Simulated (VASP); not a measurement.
Set up this calculation in VASP 6.6.1, as the native input.

```
Task                               : single point
Functional                         : HSE06
Potentials or basis                : VASP PAW PBE potentials, release 64 (Re)
Cutoff                             : 520 eV
k mesh                             : 1 × 1 × 1
Occupations                        : fermi-dirac, width 0.01 eV
Spin                               : collinear spin
Starting moments                   : [5.0] μB
Dipole correction                  : no
Grid for exact exchange (PRECFOCK) : Normal
Further INCAR settings             : ALGO = Normal; EDIFF = 1e-07; NBANDS = 14; ISYM = 0
Share of exact exchange            : 0.25
Screening parameter                : 0.2079 1/Å
```

Re:

```
Re
1.0
    14.00000    0.00000    0.00000
     0.00000   14.40000    0.00000
     0.00000    0.00000   14.80000
Re
1
Direct
  0.50000 0.50000 0.50000
```

These files were run (other wordings do the same):

POSCAR

```
Re
1.0
   14.0000000000      0.0000000000      0.0000000000
    0.0000000000     14.4000000000      0.0000000000
    0.0000000000      0.0000000000     14.8000000000
Re
1
Direct
    0.5000000000      0.5000000000      0.5000000000
```

INCAR.step1

```
ALGO = Normal
EDIFF = 1E-5
ENCUT = 520
GGA = PE
ISIF = 2
ISMEAR = -1
ISPIN = 2
ISYM = 0
LASPH = True
LCHARG = False
LMAXMIX = 4
LORBIT = 11
LREAL = False
LWAVE = True
MAGMOM = 5
NBANDS = 14
NELM = 150
PREC = Accurate
SIGMA = 0.01
```

INCAR.step2

```
ALGO = Normal
EDIFF = 1E-7
ENCUT = 520
GGA = PE
HFSCREEN = 0.2079
ISIF = 2
ISMEAR = -1
ISPIN = 2
ISTART = 1
ISYM = 0
LASPH = True
LCHARG = False
LHFCALC = True
LMAXMIX = 4
LORBIT = 11
LREAL = False
LWAVE = False
MAGMOM = 5
NBANDS = 14
NELM = 150
PREC = Accurate
PRECFOCK = Normal
SIGMA = 0.01
```

KPOINTS

```
k-points
0
Gamma
  1 1 1
```

Potentials or basis: VASP PAW PBE potentials, release 64 (Re).

Run with:

```console
$ cat potpaw_PBE.64/Re/POTCAR > POTCAR
$ cp INCAR.step1 INCAR
$ mpirun -np 1 vasp_gam > vasp.out
$ cp INCAR.step2 INCAR
$ mpirun -np 1 vasp_gam > vasp.out
```

Results of the run:

```
Pressure                                              : 0.0 GPa
Band gap on the k mesh                                : 2.71 eV
Net moment                                            : 5.00 μB per cell
Site moments                                          : Re +4.72 μB
Valence electrons inside the program's atomic spheres : Re 5.45
```

Caveat: the PAW data sets were made with another functional, which shifts forces and pressure a little; spin-orbit coupling is left out, which moves the levels of the heavy elements.

Wall time 28 min on 1 thread of Intel(R) Xeon(R) Platinum 8488C (Sapphire Rapids), with other jobs on the host, peak memory 2.9 GiB.
